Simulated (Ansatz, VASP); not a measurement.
## Sc in VASP and in Ansatz

```
Sc
1.0
     0.00000    2.12873    2.12873
     2.12873    0.00000    2.12873
     2.12873    2.12873    0.00000
Sc
1
Direct
  0.00000 0.00000 0.00000
```

Change from the starting cell: volume scaled by 0.78, LAPW.

Alike in both runs: task single point; functional PBE; k mesh 16 × 16 × 16; occupations fermi-dirac, width 0.08 eV; no spin polarisation.

|  | VASP | Ansatz |
| --- | --- | --- |
| version | VASP 6.6.1 | Ansatz 0.2.0 |
| potentials or method | VASP PAW PBE potentials, release 64 (Sc_sv), cutoff 520 eV | all-electron LAPW, scalar-relativistic |

Ansatz gave:

* pressure (GPa): 18.5

Task: What did VASP give for the same quantities?

Result: Pressure (GPa): 18.7.

Ansatz ran all-electron here, and VASP with PAW potentials.
